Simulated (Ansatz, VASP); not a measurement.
# One calculation of VH2, two programs

```
V H
1.0
     0.00000    2.13550    2.13550
     2.13550    0.00000    2.13550
     2.13550    2.13550    0.00000
V H
1 2
Direct
  0.00000 0.00000 0.00000
  0.25000 0.25000 0.25000
  0.75000 0.75000 0.75000
```

Alike in both runs: task single point; functional PBEsol; k mesh 16 × 16 × 16; occupations gaussian, width 0.1 eV; no spin polarisation.

|  | VASP | Ansatz |
| --- | --- | --- |
| version | VASP 6.6.1 | Ansatz 0.2.0 |
| potentials or method | VASP PAW PBE potentials, release 64 (V_sv, H), cutoff 520 eV | scalar-relativistic, plane waves, PAW |
| valence electrons in the cell | 15 | 15 |

|  | VASP | Ansatz | Ansatz less VASP |
| --- | --- | --- | --- |
| gap on the k mesh at the Fermi level (eV) | none | none | - |
| pressure (GPa) | -12.4 | -12.4 | -0.03 |

VASP's potentials were made for PBE, not for PBEsol. A gap of «none» marks a metal or a gap that the smearing closes.
